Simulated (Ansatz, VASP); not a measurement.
**One calculation of Si2C, two programs**

File INCAR:

```
PREC = Accurate
ENCUT = 520
EDIFF = 1E-7
ISMEAR = 0
SIGMA = 0.1
LREAL = F
LASPH = T
NELM = 60
ALGO = Normal
ISIF = 2
LWAVE = F
LCHARG = F
GGA = PE
NBANDS = 13
```

KPOINTS

```
regular mesh
0
Gamma
  6 6 6
```

Contents of POSCAR:

```
Si2C
1.0
    0.0000000000      2.7754637500      2.7754637500
    2.7754637500      0.0000000000      2.7754637500
    2.7754637500      2.7754637500      0.0000000000
Si C
2 1
Direct
    0.2500000000      0.2500000000      0.2500000000
    0.7500000000      0.7500000000      0.7500000000
    0.5000000000      0.5000000000      0.5000000000
```

Input for Ansatz:

```yaml
crystal:
  lattice:
    - [0.0, 2.77546375, 2.77546375]
    - [2.77546375, 0.0, 2.77546375]
    - [2.77546375, 2.77546375, 0.0]
  atoms:
    - { symbol: Si, position: [0.25, 0.25, 0.25] }
    - { symbol: Si, position: [0.75, 0.75, 0.75] }
    - { symbol: C, position: [0.5, 0.5, 0.5] }
basis:
  ecutwfc: 420
kpoints:
  mp_grid: { grid: [6, 6, 6] }
hamiltonian:
  xc: pbe
scf:
  occupations: { method: gaussian, width: 0.1 }
  lower_state_search: "off"
output:
  forces: true
  stress: true
  eigenvalues: true
```

Alike in both runs: task single point; functional PBE; k mesh 6 × 6 × 6; occupations gaussian, width 0.1 eV; no spin polarisation.

|  | VASP | Ansatz |
| --- | --- | --- |
| version | VASP 6.6.1 | Ansatz 0.2.0 |
| potentials or method | VASP PAW PBE potentials, release 64 (Si, C), cutoff 520 eV | scalar-relativistic, plane waves, PAW |
| valence electrons in the cell | 12 | 12 |

|  | VASP | Ansatz | Ansatz less VASP |
| --- | --- | --- | --- |
| gap on the k mesh at the Fermi level (eV) | none | none | - |
| pressure (GPa) | -7.2 | -7.2 | -0.02 |

A gap of «none» marks a metal or a gap that the smearing closes. With one functional, cell and mesh, what is left measures potentials, basis and numerics.
